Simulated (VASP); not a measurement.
# W (R-3m) in VASP: further runs

W is run at these levels: PBE; tasks: single point.

All numbers are computed with VASP 6.6.1; they aren't measurements. Logs are shortened: lines on timing, memory, paths and dates and some standing lists are left out, and cuts for length are marked.

### Step 1. The cell of the first run

Symmetry: R-3m, No. 166, trigonal system. Conventional cell: a = 4.360 Å, b = 4.360 Å, c = 2.766 Å, α = 90.00°, β = 90.00°, γ = 120.00°. W (site symmetry -3m) has 14 W at 2.68 to 3.12 Å within 3.5 Å.

### Step 2. Single point, PBE

Contents of INCAR:

```
PREC = Accurate ; ENCUT = 520
EDIFF = 1E-7 ; ISMEAR = 0
SIGMA = 0.15 ; LREAL = F
LASPH = T ; NELM = 80
ALGO = Fast ; ISIF = 2
LWAVE = F ; LCHARG = F
GGA = PE ; NBANDS = 13
```

Contents of KPOINTS:

```
regular mesh
0
Gamma
  20 20 20
```

Contents of POSCAR:

```
W
1.0
   -1.5229224979      1.5600125932      1.5600125932
    1.5600125932     -1.5229224979      1.5600125932
    1.5600125932      1.5600125932     -1.5229224979
W
1
Direct
    0.0000000000      0.0000000000      0.0000000000
```

Potentials or basis: VASP PAW PBE potentials, release 64 (W_sv).

Run with:

```
> cat potpaw_PBE.64/W_sv/POTCAR > POTCAR
> mpirun -np 1 vasp_std > vasp.out
```

OUTCAR:

```text
PREC = Accurate
   ENCUT = 520
   EDIFF = 1E-7
   ISMEAR = 0
   LREAL = F
   LASPH = T
   NELM = 80
   ISIF = 2
   GGA = PE

 ion  position               nearest neighbor table
   1  0.000  0.000  0.000-

  LATTYP: Found a trigonal (rhomboedric) cell.
 ALAT       =     2.6807781550
 COS(alpha) =    -0.3225345012

  Lattice vectors:

 A1 = (  -1.5229224979,   1.5600125932,   1.5600125932)
 A2 = (   1.5600125932,  -1.5229224979,   1.5600125932)
 A3 = (   1.5600125932,   1.5600125932,  -1.5229224979)

Analysis of symmetry for initial positions (statically):
=====================================================================
 Subroutine PRICEL returns:
 Original cell was already a primitive cell.

 Routine SETGRP: Setting up the symmetry group for a
 trigonal (rhombohedral) supercell.

 Subroutine GETGRP returns: Found 12 space group operations
 (whereof 12 operations were pure point group operations)
 out of a pool of 12 trial point group operations.

The static configuration has the point symmetry D_3d.

Analysis of symmetry for dynamics (positions and initial velocities):
=====================================================================
 Subroutine PRICEL returns:
 Original cell was already a primitive cell.

 Routine SETGRP: Setting up the symmetry group for a
 trigonal (rhombohedral) supercell.

 Subroutine GETGRP returns: Found 12 space group operations
 (whereof 12 operations were pure point group operations)
 out of a pool of 12 trial point group operations.

The dynamic configuration has the point symmetry D_3d.

 Subroutine INISYM returns: Found 12 space group operations
 (whereof 12 operations are pure point group operations),
 and found     1 'primitive' translations

----------------------------------------------------------------------------------------

                                     Primitive cell

  volume of cell :      15.1796

  direct lattice vectors                    reciprocal lattice vectors
    -1.522922498  1.560012593  1.560012593    -0.007532874  0.316833345  0.316833345
     1.560012593 -1.522922498  1.560012593     0.316833345 -0.007532874  0.316833345
     1.560012593  1.560012593 -1.522922498     0.316833345  0.316833345 -0.007532874

  length of vectors
     2.680778155  2.680778155  2.680778155     0.448133330  0.448133330  0.448133330

  position of ions in fractional coordinates (direct lattice)
[... 77 lines left out ...]
   EDIFF  = 0.1E-06   stopping-criterion for ELM
   LREAL  =      F    real-space projection
   EDIFFG = 0.1E-05   stopping-criterion for IOM
   NSW    =      0    number of steps for IOM
   IBRION =     -1    ionic relax: 0-MD 1-quasi-New 2-CG
   NFREE  =      0    steps in history (QN), initial steepest desc. (CG)
   ISIF   =      2    stress and relaxation
   ISYM   =      2    0-nonsym 1-usesym 2-fastsym
   POTIM  = 0.5000    time-step for ionic-motion
   TEBEG  =    0.0;   TEEND  =   0.0 temperature during run
   PSTRESS=    0.0 pullay stress
   NELECT =      14.0000    total number of electrons
   NUPDOWN=      -1.0000    fix difference up-down
   EMIN   =  10.00;   EMAX   =-10.00  energy-range for DOS
   EFERMI =   0.00;   METHOD = LEGACY
   ISMEAR =     0;   SIGMA  =   0.15  broadening in eV -4-tet -1-fermi 0-gaus
   EFERMI_NEDOS =   21; number of points for ismear=-14 and -15
   IALGO  =     68    algorithm
   IMIX   =      4    mixing-type and parameters
     AMIX     =   0.40;   BMIX     =  1.00
     AMIX_MAG =   1.60;   BMIX_MAG =  1.00
  volume/ion in A,a.u.               =      15.18       102.44
  Fermi-wavevector in a.u.,A,eV,Ry     =   1.593542  3.011359 34.550330  2.539378
  Thomas-Fermi vector in A             =   2.691756
   LORBIT       =      0    0 simple, 1 ext, 2 COOP (PROOUT), +10 PAW based schemes
   GGA     = PE    functional components
   LHFCALC =     F    Hartree Fock is set to
   AEXX    =    0.0000 exact exchange contribution
   IVDW    =     0    specifies the selected vdW correction
   LEPSILON=     F    determine dielectric tensor
   LRPA    =     F    only Hartree local field effects (RPA)
 non-spin polarized calculation
 RMM-DIIS sequential band-by-band and
 Gauss-broadening in eV      SIGMA  =   0.15
  energy-cutoff  :      520.00
  volume of cell :       15.18
 maximum number of plane-waves:       426
   NGX =  9   NGY =  9   NGZ =  9

 number of electron      14.0000001 magnetization

 Free energy of the ion-electron system (eV)
  ---------------------------------------------------
  ext. energy  EPLUGINS =         0.00000000
  ---------------------------------------------------
  free energy    TOTEN  =       -12.88228490 eV

  energy without entropy =      -12.87756319  energy(sigma->0) =      -12.87992405

 E-fermi :  12.1437     XC(G=0): -13.8872

 val. band max:       12.1427026370   @ k =  -0.2000   0.5000   0.2000
 cond. band min:      12.1525152132   @ k =  -0.3500   0.3000   0.2500
 fundamental gap:      0.0098125762
 Fermi energy:        12.1436760684

 k-point     1 :       0.0000    0.0000    0.0000
  band No.  band energies     occupation
      1     -62.0514      2.00000
      2     -25.6147      2.00000
      3     -25.5031      2.00000
      4     -25.5031      2.00000
      5       2.2092      2.00000
      6      10.5292      2.00000
      7      10.5292      2.00000
      8      11.2157      2.00000
      9      14.4854      0.00000
     10      14.4854      0.00000
     11      26.4818      0.00000
     12      26.4818      0.00000
     13      27.1519      0.00000
[... 354 lines left out ...]
  band No.  band energies     occupation
      1     -61.9379      2.00000
      2     -26.6591      2.00000
      3     -25.8615      2.00000
      4     -25.5299      2.00000
      5       5.4753      2.00000
      6       8.7839      2.00000
      7      10.2492      2.00000
      8      14.2184      0.00000
      9      15.1104      0.00000
     10      15.6914      0.00000
     11      25.8906      0.00000
     12      27.0505      0.00000
     13      33.1774      0.00000

 [... further k-points ...]
[... 5 lines left out ...]
  --------------------------------------------------------------------------------------
  -------------------------------------------------------------------------------------
  Total        2.0994967      2.0994967      2.0994967     -0.3946119     -0.3946119     -0.3946119
  in kB      221.5971565    221.5971565    221.5971565    -41.6503961    -41.6503961    -41.6503961
  external PRESSURE =     221.5971565 kB  Pullay stress =       0.0000000 kB

 VOLUME and BASIS-vectors are now :
 -----------------------------------------------------------------------------
  energy-cutoff  :      520.00
  volume of cell :       15.18
      direct lattice vectors                 reciprocal lattice vectors
    -1.522922498  1.560012593  1.560012593    -0.007532874  0.316833345  0.316833345
     1.560012593 -1.522922498  1.560012593     0.316833345 -0.007532874  0.316833345
     1.560012593  1.560012593 -1.522922498     0.316833345  0.316833345 -0.007532874

 POSITION                                       TOTAL-FORCE (eV/Angst)
 -----------------------------------------------------------------------------------
      0.00000      0.00000      0.00000         0.000000      0.000000      0.000000
 -----------------------------------------------------------------------------------
    total drift:                                0.000000      0.000000      0.000000

  FREE ENERGIE OF THE ION-ELECTRON SYSTEM (eV)
  ---------------------------------------------------
  free  energy   TOTEN  =       -12.8822849029 eV

  energy  without entropy=      -12.8775631924  energy(sigma->0) =      -12.87992405
```

stdout:

```text
POSCAR found type information on POSCAR W
 POSCAR found :  1 types and       1 ions
 scaLAPACK will be used
 LDA part: xc-table for (Slater+PW92), standard interpolation
 POSCAR, INCAR and KPOINTS ok, starting setup
 FFT: planning ... GRIDC
 FFT: planning ... GRID_SOFT
 FFT: planning ... GRID
 WAVECAR not read
 entering main loop
WARNING in EDDRMM: call to ZHEGV failed, returncode =   8  4     13
WARNING in EDDRMM: call to ZHEGV failed, returncode =   6  3     11
WARNING in EDDRMM: call to ZHEGV failed, returncode =   8  4     13
```

Run time: 1.7 min. Hardware: 1 thread of Intel Xeon 6975P-C (Granite Rapids), shared host; peak memory 0.24 GiB.

Results:

* Free energy: -12.8823 eV
* Pressure: 22.2 GPa
* Band gap on the k mesh: zero (bands 7 and 8 overlap by 5.94 eV)

Caveat: the cell stands under pressure; spin-orbit coupling is left out, which moves the levels of the heavy elements.

### Step 3. Single point, PBE

Contents of INCAR:

```
PREC = Accurate
ENCUT = 520
EDIFF = 1E-7
ISMEAR = 0
SIGMA = 0.15
LREAL = False
LASPH = True
NELM = 60
ALGO = Fast
ISIF = 2
LWAVE = False
LCHARG = True
GGA = PE
LELF = True
LVHAR = True
NBANDS = 13
```

Contents of KPOINTS:

```
Automatic mesh
0
Gamma
  20 20 20
```

Contents of POSCAR:

```
W
1.0
   -1.5971026885      1.5600125932      1.5600125932
    1.5600125932     -1.5971026885      1.5600125932
    1.5600125932      1.5600125932     -1.5971026885
W
1
Direct
    0.0000000000      0.0000000000      0.0000000000
```

Potentials or basis: VASP PAW PBE potentials, release 64 (W_sv).

Run with:

```
> cat potpaw_PBE.64/W_sv/POTCAR > POTCAR
> mpirun -np 1 vasp_std > vasp.out
```

Wall time 1.8 min (1 thread of Intel Xeon 6975P-C (Granite Rapids), shared host); peak memory 0.24 GiB.

It converged, with:

```yaml
Free_energy: -12.8811 eV
Pressure: 22.2 GPa
Band_gap_on_the_k_mesh: zero (bands 7 and 8 overlap by 6.41 eV)
```

Stress tensor (GPa, compression positive):
```
22.15  4.69  4.69
 4.69 22.15  4.69
 4.69  4.69 22.15
```

Levels at points of the mesh, in eV from the Fermi level:
```tsv
k point	band 3	band 4	band 5	band 6	band 7	band 8	band 9	band 10	band 11	band 12
(0.00, 0.00, 0.00)	-37.72	-37.59	-9.93	-1.81	-1.17	-1.17	2.35	2.35	14.11	14.80
(0.50, 0.00, 0.00)	-38.20	-37.72	-6.60	-3.78	1.00	2.07	3.04	6.62	11.36	12.17
(0.50, 0.50, 0.00)	-38.12	-37.64	-6.64	-3.93	0.58	2.43	3.48	6.32	11.40	11.71
(0.50, 0.50, 0.50)	-38.66	-38.66	-6.25	-6.25	5.15	5.15	5.97	8.39	8.39	8.91
```

Caveat: the cell stands under pressure; spin-orbit coupling is left out, which moves the levels of the heavy elements.
